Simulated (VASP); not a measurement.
# HfO2 (R3m) in VASP: further runs

The runs below take HfO2 through single point, with r2SCAN.

Program: VASP 6.6.1. These are calculated values, not measurements. Logs are shortened: lines on timing, memory, paths and dates and some standing lists are left out, and cuts for length are marked.

## (1) The cell of the first run

Symmetry: R3m, No. 160, trigonal system. The conventional cell has a = 3.617 Å, b = 3.617 Å, c = 8.859 Å, α = 90.00°, β = 90.00°, γ = 120.00°. Hf (site symmetry 3m) has 8 O at 1.98 to 2.45 Å within 2.6 Å. O (site symmetry 3m) has 4 Hf at 1.98 to 2.30 Å and 6 O at 2.56 Å within 2.6 Å. Within 2.8 Å of O (site symmetry 3m) lie 4 Hf at 2.15 to 2.45 Å and 6 O at 2.56 Å.

## (2) Single point, r2SCAN (mode 4 (202.9 1/cm) frozen in, largest displacement -0.200 Å)

File POSCAR:

```
HfO2
1.0
    0.0000000000      2.5575000000      2.5575000000
    2.5575000000      0.0000000000      2.5575000000
    2.5575000000      2.5575000000      0.0000000000
Hf O
1 2
Direct
    0.0040470404      0.0040470404      0.0040470404
    0.2274252094      0.2274252094      0.2274252094
    0.7274252094      0.7274252094      0.7274252094
```

File INCAR.step1:

```
  PREC = Accurate
  ENCUT = 520
  ISMEAR = 0
  SIGMA = 0.05
  LREAL = False
  LASPH = True
  NELM = 60
  NBANDS = 18
  GGA = PE
  ALGO = Normal
  EDIFF = 1E-4
  LWAVE = True
  LCHARG = False
```

File INCAR.step2:

```
  PREC = Accurate
  ENCUT = 520
  EDIFF = 1E-6
  ISMEAR = 0
  SIGMA = 0.05
  LREAL = False
  LASPH = True
  NELM = 60
  ALGO = Normal
  ISIF = 2
  LWAVE = False
  LCHARG = True
  METAGGA = R2SCAN
  LMIXTAU = True
  LELF = True
  LVHAR = True
  NBANDS = 18
  ISTART = 1
```

File KPOINTS:

```
Automatic mesh
0
Gamma
  8 8 8
```

Potentials or basis: VASP PAW PBE potentials, release 64 (Hf_pv, O).

Command:

```console
$ cat potpaw_PBE.64/Hf_pv/POTCAR potpaw_PBE.64/O/POTCAR > POTCAR
$ cp INCAR.step1 INCAR
$ mpirun -np 1 vasp_std > vasp.out
$ cp INCAR.step2 INCAR
$ mpirun -np 1 vasp_std > vasp.out
```

OUTCAR:

```text
PREC = Accurate
   ENCUT = 520
   EDIFF = 1E-6
   ISMEAR = 0
   LREAL = False
   LASPH = True
   NELM = 60
   ISIF = 2
   METAGGA = R2SCAN
   ISTART = 1

 ion  position               nearest neighbor table
   1  0.004  0.004  0.004-   2 1.98   3 2.15   3 2.15   3 2.15   2 2.30   2 2.30   2 2.30   3 2.45

   2  0.227  0.227  0.227-   1 1.98   1 2.30   1 2.30   1 2.30
   3  0.727  0.727  0.727-   1 2.15   1 2.15   1 2.15   1 2.45

  LATTYP: Found a face centered cubic cell.
 ALAT       =     5.1150000000

  Lattice vectors:

 A1 = (   0.0000000000,   2.5575000000,   2.5575000000)
 A2 = (   2.5575000000,   0.0000000000,   2.5575000000)
 A3 = (   2.5575000000,   2.5575000000,   0.0000000000)

Analysis of symmetry for initial positions (statically):
=====================================================================
 Subroutine PRICEL returns:
 Original cell was already a primitive cell.

 Routine SETGRP: Setting up the symmetry group for a
 face centered cubic supercell.

 Subroutine GETGRP returns: Found  6 space group operations
 (whereof  6 operations were pure point group operations)
 out of a pool of 48 trial point group operations.

The static configuration has the point symmetry C_3v.

Analysis of symmetry for dynamics (positions and initial velocities):
=====================================================================
 Subroutine PRICEL returns:
 Original cell was already a primitive cell.

 Routine SETGRP: Setting up the symmetry group for a
 face centered cubic supercell.

 Subroutine GETGRP returns: Found  6 space group operations
 (whereof  6 operations were pure point group operations)
 out of a pool of 48 trial point group operations.

The dynamic configuration has the point symmetry C_3v.

 Subroutine INISYM returns: Found  6 space group operations
 (whereof  6 operations are pure point group operations),
 and found     1 'primitive' translations

----------------------------------------------------------------------------------------

                                     Primitive cell

  volume of cell :      33.4562

  direct lattice vectors                    reciprocal lattice vectors
     0.000000000  2.557500000  2.557500000    -0.195503421  0.195503421  0.195503421
     2.557500000  0.000000000  2.557500000     0.195503421 -0.195503421  0.195503421
     2.557500000  2.557500000  0.000000000     0.195503421  0.195503421 -0.195503421

  length of vectors
     3.616851186  3.616851186  3.616851186     0.338621859  0.338621859  0.338621859

  position of ions in fractional coordinates (direct lattice)
     0.004047040  0.004047040  0.004047040
     0.227425209  0.227425209  0.227425209
     0.727425209  0.727425209  0.727425209

  ion indices of the primitive-cell ions
   primitive index   ion index
                 1           1
                 2           2
                 3           3

----------------------------------------------------------------------------------------

 KPOINTS: Automatic mesh

Automatic generation of k-mesh.
 Grid dimensions read from file:
 generate k-points for:    8    8    8

 Generating k-lattice:

  Cartesian coordinates                     Fractional coordinates (reciprocal lattice)
    -0.024437928  0.024437928  0.024437928     0.125000000  0.000000000  0.000000000
     0.024437928 -0.024437928  0.024437928     0.000000000  0.125000000  0.000000000
     0.024437928  0.024437928 -0.024437928     0.000000000  0.000000000  0.125000000

  Length of vectors
     0.042327732  0.042327732  0.042327732

  Shift w.r.t. Gamma in fractional coordinates (k-lattice)
     0.000000000  0.000000000  0.000000000

 Subroutine IBZKPT returns following result:
 ===========================================

 Found     65 irreducible k-points:

 Following reciprocal coordinates:
            Coordinates               Weight
  0.000000  0.000000  0.000000      1.000000
  0.125000  0.000000  0.000000      6.000000
  0.125000  0.125000  0.125000      2.000000
  0.250000  0.000000  0.000000      6.000000
  0.250000  0.250000  0.250000      2.000000
  0.375000  0.000000  0.000000      6.000000
[... 16 lines left out ...]
 -0.250000  0.125000  0.000000     12.000000
  0.125000  0.125000  0.375000      6.000000
 [... further k-points ...]
   k-points           NKPTS =     65   k-points in BZ     NKDIM =     65   number of bands    NBANDS=     18
   number of dos      NEDOS =    301   number of ions     NIONS =      3
   total plane-waves  NPLWV =  21952
   dimension x,y,z NGX =    28 NGY =   28 NGZ =   28
   dimension x,y,z NGXF=    56 NGYF=   56 NGZF=   56
   ions per type =               1   2
   NGX,Y,Z   is equivalent  to a cutoff of  12.87, 12.87, 12.87 a.u.
   NGXF,Y,Z  is equivalent  to a cutoff of  25.74, 25.74, 25.74 a.u.
 SYSTEM =  unknown system
   PREC   = accura    normal or accurate (medium, high low for compatibility)
   ISTART =      1    job   : 0-new  1-cont  2-samecut
   ICHARG =      0    charge: 1-file 2-atom 10-const
   ISPIN  =      1    spin polarized calculation?
   LNONCOLLINEAR =      F non collinear calculations
   LSORBIT =      F    spin-orbit coupling
   LASPH  =      T    aspherical Exc in radial PAW
   ENCUT  =  520.0 eV  38.22 Ry    6.18 a.u.   6.72  6.72  6.72*2*pi/ulx,y,z
   NELM   =     60;   NELMIN=  2; NELMDL=  0     # of ELM steps
   EDIFF  = 0.1E-05   stopping-criterion for ELM
   LREAL  =      F    real-space projection
   EDIFFG = 0.1E-04   stopping-criterion for IOM
   NSW    =      0    number of steps for IOM
   IBRION =     -1    ionic relax: 0-MD 1-quasi-New 2-CG
   NFREE  =      0    steps in history (QN), initial steepest desc. (CG)
   ISIF   =      2    stress and relaxation
   ISYM   =      2    0-nonsym 1-usesym 2-fastsym
   POTIM  = 0.5000    time-step for ionic-motion
   TEBEG  =    0.0;   TEEND  =   0.0 temperature during run
   PSTRESS=    0.0 pullay stress
   NELECT =      22.0000    total number of electrons
   NUPDOWN=      -1.0000    fix difference up-down
   EMIN   =  10.00;   EMAX   =-10.00  energy-range for DOS
   EFERMI =   0.00;   METHOD = LEGACY
   ISMEAR =     0;   SIGMA  =   0.05  broadening in eV -4-tet -1-fermi 0-gaus
   EFERMI_NEDOS =   21; number of points for ismear=-14 and -15
   IALGO  =     38    algorithm
   IMIX   =      4    mixing-type and parameters
     AMIX     =   0.40;   BMIX     =  1.00
     AMIX_MAG =   1.60;   BMIX_MAG =  1.00
  volume/ion in A,a.u.               =      11.15        75.26
  Fermi-wavevector in a.u.,A,eV,Ry     =   1.423607  2.690227 27.574337  2.026657
  Thomas-Fermi vector in A             =   2.544186
   LORBIT       =      0    0 simple, 1 ext, 2 COOP (PROOUT), +10 PAW based schemes
   METAGGA = R2SCAN    functional components
   LHFCALC =     F    Hartree Fock is set to
   AEXX    =    0.0000 exact exchange contribution
   IVDW    =     0    specifies the selected vdW correction
   LEPSILON=     F    determine dielectric tensor
   LRPA    =     F    only Hartree local field effects (RPA)
 non-spin polarized calculation
 Gauss-broadening in eV      SIGMA  =   0.05
  energy-cutoff  :      520.00
  volume of cell :       33.46
 maximum number of plane-waves:       934
   NGX = 13   NGY = 13   NGZ = 13

 number of electron      22.0000004 magnetization

 Free energy of the ion-electron system (eV)
  ---------------------------------------------------
  ext. energy  EPLUGINS =         0.00000000
  ---------------------------------------------------
  free energy    TOTEN  =       -68.35404868 eV

  energy without entropy =      -68.35404868  energy(sigma->0) =      -68.35404868

 E-fermi :   3.9419     XC(G=0): -12.4000

 val. band max:        3.6972245228   @ k =   0.5000   0.5000   0.0000
 cond. band min:       8.0533502535   @ k =   0.5000   0.5000   0.0000
 fundamental gap:      4.3561257306
 Fermi energy:         3.9419140520

 k-point     1 :       0.0000    0.0000    0.0000
  band No.  band energies     occupation
      1     -27.0650      2.00000
      2     -26.9884      2.00000
      3     -26.9884      2.00000
      4     -15.8920      2.00000
      5     -13.2188      2.00000
      6      -1.5975      2.00000
[... 10 lines left out ...]
     17      14.1989      0.00000
     18      16.3542      0.00000

 k-point     2 :       0.1250    0.0000    0.0000
  band No.  band energies     occupation
      1     -27.0909      2.00000
      2     -27.0332      2.00000
      3     -26.9951      2.00000
      4     -15.6996      2.00000
      5     -13.3443      2.00000
      6      -1.6318      2.00000
[... 10 lines left out ...]
     17      14.2998      0.00000
     18      16.3531      0.00000

 k-point     3 :       0.1250    0.1250    0.1250
  band No.  band energies     occupation
      1     -27.1295      2.00000
      2     -26.9951      2.00000
      3     -26.9951      2.00000
      4     -15.6954      2.00000
      5     -13.3501      2.00000
      6      -1.4545      2.00000
[... 10 lines left out ...]
     17      14.0206      0.00000
     18      16.3538      0.00000

 k-point     4 :       0.2500    0.0000    0.0000
  band No.  band energies     occupation
      1     -27.2154      2.00000
      2     -27.0741      2.00000
      3     -27.0112      2.00000
      4     -15.2402      2.00000
      5     -13.6082      2.00000
      6      -1.3592      2.00000
[... 10 lines left out ...]
     17      14.0823      0.00000
     18      16.3450      0.00000

 k-point     5 :       0.2500    0.2500    0.2500
  band No.  band energies     occupation
      1     -27.2794      2.00000
      2     -27.0111      2.00000
      3     -27.0111      2.00000
      4     -15.2388      2.00000
      5     -13.6073      2.00000
      6      -1.1051      2.00000
[... 10 lines left out ...]
     17      13.6563      0.00000
     18      16.3520      0.00000

 k-point     6 :       0.3750    0.0000    0.0000
  band No.  band energies     occupation
      1     -27.3511      2.00000
      2     -27.0969      2.00000
      3     -27.0271      2.00000
      4     -14.8256      2.00000
      5     -13.7818      2.00000
      6      -0.9664      2.00000
[... 10 lines left out ...]
     17      13.7927      0.00000
     18      16.2849      0.00000

 k-point     7 :       0.3750    0.3750    0.3750
  band No.  band energies     occupation
      1     -27.4220      2.00000
      2     -27.0270      2.00000
      3     -27.0270      2.00000
      4     -14.8749      2.00000
      5     -13.7156      2.00000
      6      -0.7673      2.00000
[... 10 lines left out ...]
     17      14.4013      0.00000
     18      16.3323      0.00000

 k-point     8 :       0.5000    0.0000    0.0000
  band No.  band energies     occupation
      1     -27.4060      2.00000
      2     -27.1056      2.00000
      3     -27.0337      2.00000
      4     -14.6985      2.00000
      5     -13.7947      2.00000
      6      -0.7700      2.00000
[... 10 lines left out ...]
     17      13.9031      0.00000
     18      16.3175      0.00000
[... 229 lines left out ...]
     17      14.7774      0.00000
     18      16.3389      0.00000

 k-point    20 :      -0.3750    0.1250    0.0000
  band No.  band energies     occupation
      1     -27.3621      2.00000
      2     -27.1306      2.00000
      3     -27.0558      2.00000
      4     -14.6366      2.00000
      5     -13.8446      2.00000
      6      -1.0052      2.00000
[... 10 lines left out ...]
     17      14.3902      0.00000
     18      16.3279      0.00000

 k-point    21 :       0.1250    0.1250    0.5000
  band No.  band energies     occupation
      1     -27.3683      2.00000
      2     -27.1468      2.00000
      3     -27.0338      2.00000
      4     -14.6151      2.00000
      5     -13.8685      2.00000
      6      -1.0609      2.00000
[... 10 lines left out ...]
     17      14.3919      0.00000
     18      16.3310      0.00000

 k-point    22 :      -0.3750    0.5000   -0.3750
  band No.  band energies     occupation
      1     -27.4351      2.00000
      2     -27.0807      2.00000
      3     -27.0337      2.00000
      4     -14.6956      2.00000
      5     -13.7691      2.00000
      6      -1.0155      2.00000
[... 10 lines left out ...]
     17      14.7542      0.00000
     18      16.3356      0.00000

 k-point    23 :      -0.2500    0.1250    0.0000
  band No.  band energies     occupation
      1     -27.2593      2.00000
      2     -27.1125      2.00000
      3     -27.0376      2.00000
      4     -14.9543      2.00000
      5     -13.7456      2.00000
      6      -1.2386      2.00000
[... 10 lines left out ...]
     17      14.0301      0.00000
     18      16.3433      0.00000

 k-point    24 :       0.1250    0.1250    0.3750
  band No.  band energies     occupation
      1     -27.2855      2.00000
      2     -27.1088      2.00000
      3     -27.0157      2.00000
      4     -14.9363      2.00000
      5     -13.7666      2.00000
      6      -1.2743      2.00000
[... 10 lines left out ...]
     17      13.9863      0.00000
     18      16.3447      0.00000

 [... further k-points ...]
[... 5 lines left out ...]
  --------------------------------------------------------------------------------------
  -------------------------------------------------------------------------------------
  Total       -1.2493146     -1.2493146     -1.2493146      0.7099143      0.7099143      0.7099143
  in kB      -59.8281359    -59.8281359    -59.8281359     33.9969211     33.9969211     33.9969211
  external PRESSURE =     -59.8281359 kB  Pullay stress =       0.0000000 kB

 VOLUME and BASIS-vectors are now :
 -----------------------------------------------------------------------------
  energy-cutoff  :      520.00
  volume of cell :       33.46
      direct lattice vectors                 reciprocal lattice vectors
     0.000000000  2.557500000  2.557500000    -0.195503421  0.195503421  0.195503421
     2.557500000  0.000000000  2.557500000     0.195503421 -0.195503421  0.195503421
     2.557500000  2.557500000  0.000000000     0.195503421  0.195503421 -0.195503421

 POSITION                                       TOTAL-FORCE (eV/Angst)
 -----------------------------------------------------------------------------------
      0.02070      0.02070      0.02070        -0.878942     -0.878942     -0.878942
      1.16328      1.16328      1.16328         0.826636      0.826636      0.826636
      3.72078      3.72078      3.72078         0.052306      0.052306      0.052306
 -----------------------------------------------------------------------------------
    total drift:                               -0.000782     -0.000782     -0.000782

  FREE ENERGIE OF THE ION-ELECTRON SYSTEM (eV)
  ---------------------------------------------------
  free  energy   TOTEN  =       -68.3540486805 eV

  energy  without entropy=      -68.3540486805  energy(sigma->0) =      -68.35404868
```

Wall time 76 s (1 thread of Intel Xeon 6975P-C (Granite Rapids), shared host); peak memory 0.19 GiB.

Results:

```
Free energy            : -68.3540 eV
Pressure               : -6.0 GPa
Largest force          : 1.522 eV/Å
Band gap on the k mesh : 4.36 eV, direct
```

Forces in eV/Å, atoms in the order of the input:
```
Hf  -0.879 -0.879 -0.879
O    0.827  0.827  0.827
O    0.052  0.052  0.052
```

Caveat: the cell differs from its parent crystal (mode 4 (202.9 1/cm) frozen in, largest displacement -0.200 Å); the PAW data sets were made with another functional, which shifts forces and pressure a little; spin-orbit coupling is left out, which moves the levels of the heavy elements.

## (3) Single point, r2SCAN (mode 4 (202.9 1/cm) frozen in, largest displacement +0.150 Å)

File POSCAR:

```
HfO2
1.0
    0.0000000000      2.5575000000      2.5575000000
    2.5575000000      0.0000000000      2.5575000000
    2.5575000000      2.5575000000      0.0000000000
Hf O
1 2
Direct
   -0.0030352803     -0.0030352803     -0.0030352803
    0.2669310929      0.2669310929      0.2669310929
    0.7669310929      0.7669310929      0.7669310929
```

File INCAR.step1:

```
ALGO     = Normal         # electronic algorithm
EDIFF    = 1E-4           # SCF threshold, eV
ENCUT    = 520            # plane-wave cutoff, eV
GGA      = PE             # functional
ISMEAR   = 0              # smearing method
LASPH    = T              # aspherical terms in the spheres
LCHARG   = F              # write CHGCAR
LREAL    = F              # projectors in reciprocal space
LWAVE    = T              # write WAVECAR
NBANDS   = 18             # bands
NELM     = 80             # most SCF steps
PREC     = Accurate       # precision mode
SIGMA    = 0.05           # smearing width, eV
```

File INCAR.step2:

```
ALGO     = Normal         # electronic algorithm
EDIFF    = 1E-7           # SCF threshold, eV
ENCUT    = 520            # plane-wave cutoff, eV
ISIF     = 2              # what is computed and relaxed
ISMEAR   = 0              # smearing method
ISTART   = 1            
LASPH    = T              # aspherical terms in the spheres
LCHARG   = F              # write CHGCAR
LMIXTAU  = T            
LREAL    = F              # projectors in reciprocal space
LWAVE    = F              # write WAVECAR
METAGGA  = R2SCAN         # meta-GGA
NBANDS   = 18             # bands
NELM     = 80             # most SCF steps
PREC     = Accurate       # precision mode
SIGMA    = 0.05           # smearing width, eV
```

File KPOINTS:

```
k-points
0
Gamma
  8 8 8
```

Potentials or basis: VASP PAW PBE potentials, release 64 (Hf_pv, O).

Command:

```console
$ cat potpaw_PBE.64/Hf_pv/POTCAR potpaw_PBE.64/O/POTCAR > POTCAR
$ cp INCAR.step1 INCAR
$ mpirun -np 1 vasp_std > vasp.out
$ cp INCAR.step2 INCAR
$ mpirun -np 1 vasp_std > vasp.out
```

Run time: 77 s. Hardware: 1 thread of Intel Xeon 6975P-C (Granite Rapids), shared host; peak memory 0.18 GiB.

The run converged. Its results:

* Free energy: -68.4250 eV
* Pressure: -8.7 GPa
* Largest force: 0.921 eV/Å
* Band gap on the k mesh: 4.30 eV, direct

Forces in eV/Å, atoms in the order of the input:
```
Hf   0.532  0.532  0.532
O   -0.058 -0.058 -0.058
O   -0.474 -0.474 -0.474
```

Stress tensor (GPa, compression positive):
```
-8.73  1.83  1.83
 1.83 -8.73  1.83
 1.83  1.83 -8.73
```

Levels at points of the mesh, in eV from the valence-band top:
| k point | band 8 | band 9 | band 10 | band 11 | band 12 | band 13 | band 14 | band 15 |
| --- | --- | --- | --- | --- | --- | --- | --- | --- |
| (0.00, 0.00, 0.00) | -5.17 | -0.88 | -0.88 | -0.67 | 4.65 | 4.65 | 6.17 | 10.43 |
| (0.50, 0.00, 0.00) | -3.06 | -2.68 | -2.00 | -1.98 | 5.10 | 5.12 | 7.14 | 9.50 |
| (0.50, 0.50, 0.50) | -3.19 | -2.67 | -1.90 | -1.90 | 5.08 | 5.08 | 6.66 | 9.65 |
| (0.50, 0.50, 0.00) | -3.57 | -1.73 | -1.47 | 0.00 | 4.30 | 5.84 | 7.02 | 8.21 |

Caveat: the cell differs from its parent crystal (mode 4 (202.9 1/cm) frozen in, largest displacement +0.150 Å); the PAW data sets were made with another functional, which shifts forces and pressure a little; spin-orbit coupling is left out, which moves the levels of the heavy elements.
